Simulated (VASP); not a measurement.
Zr2MnN2:

```
CELL_PARAMETERS angstrom
-1.62500 1.62500 6.05000
1.62500 -1.62500 6.05000
1.62500 1.62500 -6.05000
ATOMIC_POSITIONS crystal
Zr 0.34500 0.34500 0.00000
Zr 0.65500 0.65500 0.00000
Mn 0.00000 0.00000 0.00000
N 0.15500 0.15500 0.00000
N 0.84500 0.84500 0.00000
```

- Program: VASP 6.6.1
- Task: relaxation of cell and atoms
- Functional: PBE
- Potentials or basis: VASP PAW PBE potentials, release 64 (Zr_sv, Mn_pv, N)
- Cutoff: 600 eV
- k mesh: 5 × 5 × 5
- Occupations: gaussian, width 0.15 eV
- Spin: collinear spin, ferromagnetic start
- Starting moments: [0.0, 0.0, 4.0, 0.0, 0.0] μB

At the start: pressure -0.7 GPa; volume 12.78 Å³/atom.

Task: How do energy, volume and symmetry change on relaxing?

Result: Over 8 steps the energy falls by 31.8 meV/atom and the volume is 12.43 Å³/atom (-2.8 %); space group I4/mmm (No. 139, to 0.1 Å) before and after; moment 1.70 μB per cell.

The path:
| step | energy change (eV) | largest force (eV/Å) | pressure (GPa) | volume (Å³) |
| --- | --- | --- | --- | --- |
| 1 | 0.0000 | 1.3300 | -0.72 | 63.90 |
| 2 | -0.1120 | 0.3842 | -1.02 | 63.37 |
| 3 | -0.1184 | 0.4193 | -1.12 | 63.21 |
| 4 | -0.1492 | 0.3341 | 1.02 | 62.20 |
| 5 | -0.1492 | 0.3345 | 1.02 | 62.20 |
| 6 | -0.1561 | 0.0458 | -1.18 | 62.64 |
| 7 | -0.1568 | 0.0413 | -0.66 | 62.53 |
| 8 | -0.1589 | 0.0430 | 0.35 | 62.14 |

Final structure:
```yaml
crystal:
  lattice:
    - [-1.61621, 1.61621, 5.94718]
    - [1.61621, -1.61621, 5.94718]
    - [1.61621, 1.61621, -5.94718]
  atoms:
    - { symbol: Zr, position: [0.35107, 0.35107, 0.00000] }
    - { symbol: Zr, position: [0.64893, 0.64893, 0.00000] }
    - { symbol: Mn, position: [0.00000, 0.00000, 0.00000] }
    - { symbol: N, position: [0.16268, 0.16268, 0.00000] }
    - { symbol: N, position: [0.83732, 0.83732, 0.00000] }
```

Caveat: the k points lie up to 0.40 Å⁻¹ apart in the final cell; a cell with one magnetic atom can't hold antiferromagnetic order, which such compounds often take; the relaxation stopped at a loose force limit of 0.08 eV/Å, so its end isn't a converged minimum.
